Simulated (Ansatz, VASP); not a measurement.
# Two plane-wave programs on CuAu

```
Cu Au
1.0
     2.85492    0.00000    0.00000
     0.00000    2.85492    0.00000
     0.00000    0.00000    3.74198
Cu Au
1 1
Direct
  0.50000 0.50000 0.50000
  0.00000 0.00000 0.00000
```

Change from the starting cell: volume scaled by 1.06, PAW files.

Alike in both runs: task electric field gradients; functional PBE; k mesh 12 × 12 × 9; occupations fermi-dirac, width 0.08 eV; no spin polarisation.

```csv
,VASP,Ansatz
version,VASP 6.6.1,Ansatz 0.2.0
potentials or method,"VASP PAW PBE potentials, release 64 (Cu, Au)","PAW with Ansatz's default frozen-core files, scalar-relativistic"
plane-wave cutoff (eV),520,420
valence electrons in the cell,22,38
```

|  | VASP | Ansatz | Ansatz less VASP |
| --- | --- | --- | --- |
| pressure (GPa) | -2.0 | -2.1 | -0.03 |
| traceless stress, the component that is largest in VASP (GPa) | -0.90 | -0.91 | -0.009 |
| size of Vzz on the site where it differs most (V/Å²) | 80.6 | 63.3 | -17.34 |

With one functional, cell and mesh, what is left measures potentials, basis and numerics. VASP's potentials hold 22 valence electrons a cell and Ansatz's 38, so a difference there can come from the potentials and not from the codes.

Spin-orbit coupling is off throughout.
